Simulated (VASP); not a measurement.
The system is MoS2, a slab with vacuum.

```
Mo S
1.0
     3.18413    0.00000    0.00000
    -1.59206    2.75753    0.00000
     0.00000    0.00000   17.33460
Mo S
1 2
Direct
  0.00000 0.00000 0.00000
  0.33333 0.66667 0.08949
  0.33333 0.66667 0.91051
```

Base run:

* Program: VASP 6.6.1
* Functional: r2SCAN
* Potentials or basis: VASP PAW PBE potentials, release 64 (Mo_sv, S)
* Cutoff: 550 eV
* k mesh: 9 × 9 × 1
* Occupations: methfessel-paxton, width 0.15 eV
* Spin: no spin polarisation

Its results: band gap on the k mesh 1.68 eV (least direct gap 1.77 eV); largest force 0.019 eV/Å.

Q: The run is repeated on the same cell with these changes: functional from r2SCAN to BLYP; cutoff from 550 eV to 500 eV. What comes out?

A: Band gap on the k mesh 1.59 eV (least direct gap 1.66 eV); largest force 0.728 eV/Å.

Caveats: the PAW data sets were made with another functional, which shifts forces and pressure a little.

A k mesh can miss the band edges.
